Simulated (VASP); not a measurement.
# Y (Fd-3m) in VASP: notebook, part 2 of 2

VASP 6.6.1. Earlier steps stand in the parts before.

## Step 3: Single point, PBEsol (17.09 Å³/atom)

INCAR

```
  PREC = Accurate
  ENCUT = 520
  EDIFF = 1E-7
  ISMEAR = -1
  SIGMA = 0.08
  LREAL = False
  LASPH = True
  NELM = 80
  ALGO = Normal
  ISIF = 2
  LWAVE = False
  LCHARG = False
  GGA = PS
  NBANDS = 18
```

KPOINTS

```
regular mesh
0
Gamma
  10 10 10
```

POSCAR

```
Y
1.0
    0.0000000000      2.5760011923      2.5760011923
    2.5760011923      0.0000000000      2.5760011923
    2.5760011923      2.5760011923      0.0000000000
Y
2
Direct
   -0.1250000000     -0.1250000000     -0.1250000000
    0.1250000000      0.1250000000      0.1250000000
```

Potentials or basis: VASP PAW PBE potentials, release 64 (Y_sv).

Launch:

```sh
cat potpaw_PBE.64/Y_sv/POTCAR > POTCAR
mpirun -np 1 vasp_std > vasp.out
```

OUTCAR:

```text
PREC = Accurate
   ENCUT = 520
   EDIFF = 1E-7
   ISMEAR = -1
   LREAL = False
   LASPH = True
   NELM = 80
   ISIF = 2
   GGA = PS

 ion  position               nearest neighbor table
   1  0.875  0.875  0.875-   2 2.23   2 2.23   2 2.23   2 2.23   2 4.27   2 4.27   2 4.27   2 4.27
                             2 4.27   2 4.27   2 4.27   2 4.27   2 4.27   2 4.27   2 4.27   2 4.27
   2  0.125  0.125  0.125-   1 2.23   1 2.23   1 2.23   1 2.23   1 4.27   1 4.27   1 4.27   1 4.27
                             1 4.27   1 4.27   1 4.27   1 4.27   1 4.27   1 4.27   1 4.27   1 4.27

  LATTYP: Found a face centered cubic cell.
 ALAT       =     5.1520023846

  Lattice vectors:

 A1 = (   0.0000000000,   2.5760011923,   2.5760011923)
 A2 = (   2.5760011923,   0.0000000000,   2.5760011923)
 A3 = (   2.5760011923,   2.5760011923,   0.0000000000)

Analysis of symmetry for initial positions (statically):
=====================================================================
 Subroutine PRICEL returns:
 Original cell was already a primitive cell.

 Routine SETGRP: Setting up the symmetry group for a
 face centered cubic supercell.

 Subroutine GETGRP returns: Found 48 space group operations
 (whereof 12 operations were pure point group operations)
 out of a pool of 48 trial point group operations.

The static configuration has the point symmetry D_3d.
 The point group associated with its full space group is O_h .

Analysis of symmetry for dynamics (positions and initial velocities):
=====================================================================
 Subroutine PRICEL returns:
 Original cell was already a primitive cell.

 Routine SETGRP: Setting up the symmetry group for a
 face centered cubic supercell.

 Subroutine GETGRP returns: Found 48 space group operations
 (whereof 12 operations were pure point group operations)
 out of a pool of 48 trial point group operations.

The dynamic configuration has the point symmetry D_3d.
 The point group associated with its full space group is O_h .

 Subroutine INISYM returns: Found 48 space group operations
 (whereof 12 operations are pure point group operations),
 and found     1 'primitive' translations

----------------------------------------------------------------------------------------

                                     Primitive cell

  volume of cell :      34.1876

  direct lattice vectors                    reciprocal lattice vectors
     0.000000000  2.576001192  2.576001192    -0.194099289  0.194099289  0.194099289
     2.576001192  0.000000000  2.576001192     0.194099289 -0.194099289  0.194099289
     2.576001192  2.576001192  0.000000000     0.194099289  0.194099289 -0.194099289

  length of vectors
     3.643015823  3.643015823  3.643015823     0.336189830  0.336189830  0.336189830

  position of ions in fractional coordinates (direct lattice)
     0.875000000  0.875000000  0.875000000
     0.125000000  0.125000000  0.125000000

  ion indices of the primitive-cell ions
   primitive index   ion index
                 1           1
                 2           2

----------------------------------------------------------------------------------------

 KPOINTS: regular mesh

Automatic generation of k-mesh.
 Grid dimensions read from file:
 generate k-points for:   10   10   10

 Generating k-lattice:

  Cartesian coordinates                     Fractional coordinates (reciprocal lattice)
    -0.019409929  0.019409929  0.019409929     0.100000000  0.000000000  0.000000000
     0.019409929 -0.019409929  0.019409929     0.000000000  0.100000000  0.000000000
     0.019409929  0.019409929 -0.019409929     0.000000000  0.000000000  0.100000000

  Length of vectors
     0.033618983  0.033618983  0.033618983

  Shift w.r.t. Gamma in fractional coordinates (k-lattice)
     0.000000000  0.000000000  0.000000000

 Subroutine IBZKPT returns following result:
 ===========================================

 Found     47 irreducible k-points:

 Following reciprocal coordinates:
            Coordinates               Weight
  0.000000  0.000000  0.000000      1.000000
  0.100000  0.000000  0.000000      8.000000
  0.200000  0.000000  0.000000      8.000000
  0.300000  0.000000  0.000000      8.000000
  0.400000  0.000000  0.000000      8.000000
  0.500000  0.000000  0.000000      4.000000
[... 16 lines left out ...]
  0.300000  0.300000  0.000000      6.000000
  0.400000  0.300000  0.000000     24.000000
 [... further k-points ...]
   k-points           NKPTS =     47   k-points in BZ     NKDIM =     47   number of bands    NBANDS=     18
   number of dos      NEDOS =    301   number of ions     NIONS =      2
   total plane-waves  NPLWV =  21952
   dimension x,y,z NGX =    28 NGY =   28 NGZ =   28
   dimension x,y,z NGXF=    56 NGYF=   56 NGZF=   56
   ions per type =               2
   NGX,Y,Z   is equivalent  to a cutoff of  12.78, 12.78, 12.78 a.u.
   NGXF,Y,Z  is equivalent  to a cutoff of  25.56, 25.56, 25.56 a.u.
 SYSTEM =  unknown system
   PREC   = accura    normal or accurate (medium, high low for compatibility)
   ISTART =      0    job   : 0-new  1-cont  2-samecut
   ICHARG =      2    charge: 1-file 2-atom 10-const
   ISPIN  =      1    spin polarized calculation?
   LNONCOLLINEAR =      F non collinear calculations
   LSORBIT =      F    spin-orbit coupling
   LASPH  =      T    aspherical Exc in radial PAW
   ENCUT  =  520.0 eV  38.22 Ry    6.18 a.u.   6.77  6.77  6.77*2*pi/ulx,y,z
   NELM   =     80;   NELMIN=  2; NELMDL= -5     # of ELM steps
   EDIFF  = 0.1E-06   stopping-criterion for ELM
   LREAL  =      F    real-space projection
   EDIFFG = 0.1E-05   stopping-criterion for IOM
   NSW    =      0    number of steps for IOM
   IBRION =     -1    ionic relax: 0-MD 1-quasi-New 2-CG
   NFREE  =      0    steps in history (QN), initial steepest desc. (CG)
   ISIF   =      2    stress and relaxation
   ISYM   =      2    0-nonsym 1-usesym 2-fastsym
   POTIM  = 0.5000    time-step for ionic-motion
   TEBEG  =    0.0;   TEEND  =   0.0 temperature during run
   PSTRESS=    0.0 pullay stress
   NELECT =      22.0000    total number of electrons
   NUPDOWN=      -1.0000    fix difference up-down
   EMIN   =  10.00;   EMAX   =-10.00  energy-range for DOS
   EFERMI =   0.00;   METHOD = LEGACY
   ISMEAR =    -1;   SIGMA  =   0.08  broadening in eV -4-tet -1-fermi 0-gaus
   EFERMI_NEDOS =   21; number of points for ismear=-14 and -15
   IALGO  =     38    algorithm
   IMIX   =      4    mixing-type and parameters
     AMIX     =   0.40;   BMIX     =  1.00
     AMIX_MAG =   1.60;   BMIX_MAG =  1.00
  volume/ion in A,a.u.               =      17.09       115.35
  Fermi-wavevector in a.u.,A,eV,Ry     =   1.413382  2.670905 27.179674  1.997650
  Thomas-Fermi vector in A             =   2.535034
   LORBIT       =      0    0 simple, 1 ext, 2 COOP (PROOUT), +10 PAW based schemes
   GGA     = PS    functional components
   LHFCALC =     F    Hartree Fock is set to
   AEXX    =    0.0000 exact exchange contribution
   IVDW    =     0    specifies the selected vdW correction
   LEPSILON=     F    determine dielectric tensor
   LRPA    =     F    only Hartree local field effects (RPA)
 non-spin polarized calculation
  energy-cutoff  :      520.00
  volume of cell :       34.19
 maximum number of plane-waves:       941
   NGX = 13   NGY = 13   NGZ = 13

 number of electron      22.0000001 magnetization

 Free energy of the ion-electron system (eV)
  ---------------------------------------------------
  ext. energy  EPLUGINS =         0.00000000
  ---------------------------------------------------
  free energy    TOTEN  =        -5.70783858 eV

  energy without entropy =       -5.69057014  energy(sigma->0) =       -5.69920436

 E-fermi :   6.9601     XC(G=0): -12.2301

 val. band max:        6.9385103834   @ k =   0.5000   0.4000   0.1000
 cond. band min:       7.0172452015   @ k =   0.5000   0.1000   0.0000
 fundamental gap:      0.0787348181
 Fermi energy:         6.9600798039

 k-point     1 :       0.0000    0.0000    0.0000
  band No.  band energies     occupation
      1     -37.9412      2.00000
      2     -33.4114      2.00000
      3     -18.1845      2.00000
      4     -18.1845      2.00000
      5     -18.1845      2.00000
      6     -14.3120      2.00000
[... 10 lines left out ...]
     17      13.0164      0.00000
     18      17.3984      0.00000
[... 466 lines left out ...]
      2     -34.9135      2.00000
      3     -19.2316      2.00000
      4     -19.1611      2.00000
      5     -16.8091      2.00000
      6     -15.1551      2.00000
[... 10 lines left out ...]
     17      12.8559      0.00000
     18      13.7809      0.00000

 [... further k-points ...]

------------------------ aborting loop because EDIFF is reached ----------------------------------------

  FORCE on cell =-STRESS in cart. coord.  units (eV):
  Direction    XX          YY          ZZ          XY          YZ          ZX
  --------------------------------------------------------------------------------------
  -------------------------------------------------------------------------------------
  Total       17.1804182     17.1804182     17.1804182      0.0000000      0.0000000      0.0000000
  in kB      805.1487797    805.1487797    805.1487797      0.0000000      0.0000000      0.0000000
  external PRESSURE =     805.1487797 kB  Pullay stress =       0.0000000 kB

 VOLUME and BASIS-vectors are now :
 -----------------------------------------------------------------------------
  energy-cutoff  :      520.00
  volume of cell :       34.19
      direct lattice vectors                 reciprocal lattice vectors
     0.000000000  2.576001192  2.576001192    -0.194099289  0.194099289  0.194099289
     2.576001192  0.000000000  2.576001192     0.194099289 -0.194099289  0.194099289
     2.576001192  2.576001192  0.000000000     0.194099289  0.194099289 -0.194099289

 POSITION                                       TOTAL-FORCE (eV/Angst)
 -----------------------------------------------------------------------------------
      4.50800      4.50800      4.50800         0.000000     -0.000000     -0.000000
      0.64400      0.64400      0.64400        -0.000000      0.000000      0.000000
 -----------------------------------------------------------------------------------
    total drift:                                0.000000     -0.000000     -0.000000

  FREE ENERGIE OF THE ION-ELECTRON SYSTEM (eV)
  ---------------------------------------------------
  free  energy   TOTEN  =        -5.7078385831 eV

  energy  without entropy=       -5.6905701403  energy(sigma->0) =       -5.69920436
```

OSZICAR:

```text
N       E                     dE             d eps       ncg     rms          rms(c)
DAV:   1     0.110368152606E+03    0.11037E+03   -0.12041E+04  1692   0.125E+03
DAV:   2    -0.703475840276E+00   -0.11107E+03   -0.10866E+03  2240   0.293E+02
DAV:   3    -0.588789643652E+01   -0.51844E+01   -0.51291E+01  2556   0.474E+01
DAV:   4    -0.611341386644E+01   -0.22552E+00   -0.22540E+00  2212   0.860E+00
DAV:   5    -0.611498989309E+01   -0.15760E-02   -0.15759E-02  2210   0.666E-01    0.780E+01
DAV:   6    -0.580708747939E+01    0.30790E+00   -0.15294E-01  2336   0.204E+00    0.460E+01
DAV:   7    -0.570528236803E+01    0.10181E+00   -0.36352E-01  2486   0.239E+00    0.109E+00
DAV:   8    -0.570774359767E+01   -0.24612E-02   -0.13397E-02  1884   0.106E+00    0.361E-01
DAV:   9    -0.570786603247E+01   -0.12243E-03   -0.49555E-04  2198   0.150E-01    0.117E-01
DAV:  10    -0.570783974560E+01    0.26287E-04   -0.43694E-05  1832   0.567E-02    0.124E-02
DAV:  11    -0.570783885992E+01    0.88569E-06   -0.30348E-06  2526   0.101E-02    0.660E-03
DAV:  12    -0.570783855069E+01    0.30922E-06   -0.50895E-07  2146   0.460E-03    0.186E-03
DAV:  13    -0.570783858313E+01   -0.32442E-07   -0.68901E-08  1360   0.182E-03
   1 F= -.57078386E+01 E0= -.56992044E+01  d E =-.172684E-01
```

It took 41 s on 1 thread of Intel Xeon Platinum 8259CL at 2.50GHz (Skylake/Cascade Lake), shared host; peak memory 0.18 GiB.

What came out:

- Free energy: -5.7078 eV
- Pressure: 80.5 GPa
- Band gap on the k mesh: zero (bands 11 and 12 overlap by 0.88 eV)

Caveat: the cell stands under pressure; the PAW data sets were made with another functional, which shifts forces and pressure a little.

## Step 4: Single point, PBEsol (19.88 Å³/atom)

This run uses another cell than the first one, of 19.88 Å³/atom.

INCAR

```
PREC     = Accurate       # precision mode
ENCUT    = 520            # plane-wave cutoff, eV
EDIFF    = 1E-6           # SCF threshold, eV
ISMEAR   = -1             # smearing method
SIGMA    = 0.08           # smearing width, eV
LREAL    = F              # projectors in reciprocal space
LASPH    = T              # aspherical terms in the spheres
NELM     = 60             # most SCF steps
ALGO     = Normal         # electronic algorithm
ISIF     = 2              # what is computed and relaxed
LWAVE    = F              # write WAVECAR
LCHARG   = F              # write CHGCAR
GGA      = PS             # functional
NBANDS   = 18             # bands
```

KPOINTS

```
Automatic mesh
0
Gamma
  10 10 10
```

POSCAR

```
Y
1.0
    0.0000000000      2.7088185155      2.7088185155
    2.7088185155      0.0000000000      2.7088185155
    2.7088185155      2.7088185155      0.0000000000
Y
2
Direct
   -0.1250000000     -0.1250000000     -0.1250000000
    0.1250000000      0.1250000000      0.1250000000
```

Launch:

```sh
cat potpaw_PBE.64/Y_sv/POTCAR > POTCAR
mpirun -np 1 vasp_std > vasp.out
```

Wall time 40 s (1 thread of Intel Xeon Platinum 8259CL at 2.50GHz (Skylake/Cascade Lake), shared host); peak memory 0.18 GiB.

Results (log left out):

```yaml
Free_energy: -7.6897 eV
Pressure: 38.7 GPa
Band_gap_on_the_k_mesh: zero (bands 11 and 12 overlap by 1.14 eV)
```

Levels at points of the mesh, in eV from the Fermi level:
```csv
k point,band 7,band 8,band 9,band 10,band 11,band 12,band 13,band 14,band 15,band 16
"(0.00, 0.00, 0.00)",-21.54,-21.54,-4.48,-1.75,-1.75,1.00,1.00,1.00,4.76,4.76
"(0.50, 0.00, 0.00)",-20.90,-20.90,-2.30,-1.44,-1.44,-0.80,0.06,0.06,3.62,6.75
"(0.50, 0.50, 0.00)",-20.18,-20.18,-3.38,-3.38,0.07,0.07,2.41,2.41,3.97,3.97
```

Caveat: the cell stands under pressure; the PAW data sets were made with another functional, which shifts forces and pressure a little.
